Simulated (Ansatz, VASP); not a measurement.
# Two plane-wave programs on MgCoC4N4

```
Mg Co C N
1.0
     5.96056    0.00000    0.00000
     0.00000    5.96056    0.00000
     0.00000    0.00000    5.96056
Mg Co C N
1 1 4 4
Direct
  0.50000 0.50000 0.50000
  0.00000 0.00000 0.00000
  0.18568 0.18568 0.18568
  0.18568 0.81432 0.81432
  0.81432 0.18568 0.81432
  0.81432 0.81432 0.18568
  0.29901 0.29901 0.29901
  0.29901 0.70099 0.70099
  0.70099 0.29901 0.70099
  0.70099 0.70099 0.29901
```

Alike in both runs: task single point; functional PBE; k mesh 4 × 4 × 4; occupations gaussian, width 0.1 eV; collinear spin.

|  | VASP | Ansatz |
| --- | --- | --- |
| version | VASP 6.6.1 | Ansatz 0.2.0 |
| potentials or method | VASP PAW PBE potentials, release 64 (Mg, Co, C, N), cutoff 520 eV | scalar-relativistic, plane waves, PAW |
| valence electrons in the cell | 47 | 63 |

|  | VASP | Ansatz | Ansatz less VASP |
| --- | --- | --- | --- |
| gap on the k mesh at the Fermi level (eV) | 1.50 | 1.49 | -0.006 |
| least direct gap on the mesh (eV) | 1.59 | 1.58 | -0.004 |
| pressure (GPa) | 0.0 | -0.4 | -0.34 |
| rms of the force components (eV/Å) | 0.176 | 0.118 | -0.0579 |
| net moment per atom (μB) | 0.30 | 0.30 | 0.000 |
| size of the moment on the site where the two differ most (μB) | 2.20 | 1.96 | -0.234 |

Site moments also hang on the region over which each program counts them. Atom by atom the forces differ by 0.198 eV/Å (rms over components). One of these differences is far larger than is usual between the two programs; its cause wasn't traced. The functional is the same, so the differences come from potentials, cutoffs and numerics. VASP's potentials hold 47 valence electrons a cell and Ansatz's 63, so a difference there can come from the potentials and not from the codes.

Noted on VASP's run: the standard files for N, O and F lose accuracy on very short bonds.
